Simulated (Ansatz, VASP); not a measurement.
**Two plane-wave programs on Zn3SnO**

Contents of POSCAR:

```
Zn3SnO
1.0
    4.2800000000      0.0000000000      0.0000000000
    0.0000000000      4.2800000000      0.0000000000
    0.0000000000      0.0000000000      4.2800000000
Sn O Zn
1 1 3
Direct
    0.0000000000      0.0000000000      0.0000000000
    0.5000000000      0.5000000000      0.5000000000
    0.5000000000      0.5000000000      0.0000000000
    0.5000000000      0.0000000000      0.5000000000
    0.0000000000      0.5000000000      0.5000000000
```

Contents of INCAR.step1:

```
ALGO     = Normal         # electronic algorithm
EDIFF    = 1E-4           # SCF threshold, eV
ENCUT    = 520            # plane-wave cutoff, eV
GGA      = PE             # functional
ISMEAR   = -1             # smearing method
LASPH    = T              # aspherical terms in the spheres
LCHARG   = F              # write CHGCAR
LREAL    = F              # projectors in reciprocal space
LWAVE    = T              # write WAVECAR
NBANDS   = 36             # bands
NELM     = 80             # most SCF steps
PREC     = Accurate       # precision mode
SIGMA    = 0.15           # smearing width, eV
```

Contents of INCAR.step2:

```
ALGO     = Normal         # electronic algorithm
EDIFF    = 1E-6           # SCF threshold, eV
ENCUT    = 520            # plane-wave cutoff, eV
ISIF     = 2              # what is computed and relaxed
ISMEAR   = -1             # smearing method
ISTART   = 1            
LASPH    = T              # aspherical terms in the spheres
LCHARG   = F              # write CHGCAR
LMIXTAU  = T            
LREAL    = F              # projectors in reciprocal space
LWAVE    = F              # write WAVECAR
METAGGA  = R2SCAN         # meta-GGA
NBANDS   = 36             # bands
NELM     = 80             # most SCF steps
PREC     = Accurate       # precision mode
SIGMA    = 0.15           # smearing width, eV
```

The input KPOINTS:

```
k-points
0
Gamma
  8 8 8
```

Input for Ansatz:

```yaml
crystal:
  lattice:
    - [4.28, 0.0, 0.0]
    - [0.0, 4.28, 0.0]
    - [0.0, 0.0, 4.28]
  atoms:
    - { symbol: Sn, position: [0.0, 0.0, 0.0] }
    - { symbol: O, position: [0.5, 0.5, 0.5] }
    - { symbol: Zn, position: [0.5, 0.5, 0.0] }
    - { symbol: Zn, position: [0.5, 0.0, 0.5] }
    - { symbol: Zn, position: [0.0, 0.5, 0.5] }
basis:
  ecutwfc: 500
kpoints:
  mp_grid: { grid: [8, 8, 8] }
hamiltonian:
  xc: r2scan
scf:
  occupations: { method: fermi_dirac, width: 0.15 }
output:
  forces: true
  stress: true
  eigenvalues: true
  write_density: true
  write_potential: true
  elf: true
  volumetric_format: npy
```

Alike in both runs: task single point; functional r2SCAN; k mesh 8 × 8 × 8; occupations fermi-dirac, width 0.15 eV; no spin polarisation.

```csv
,VASP,Ansatz
version,VASP 6.6.1,Ansatz 0.2.0
potentials or method,"VASP PAW PBE potentials, release 64 (Sn_d, O, Zn), cutoff 520 eV","scalar-relativistic, plane waves, PAW"
valence electrons in the cell,56,56
```

|  | VASP | Ansatz | Ansatz less VASP |
| --- | --- | --- | --- |
| gap on the k mesh at the Fermi level (eV) | none | none | - |
| pressure (GPa) | 0.3 | -0.1 | -0.38 |

VASP's potentials were made for PBE, not for r2SCAN. A gap of «none» marks a metal or a gap that the smearing closes.
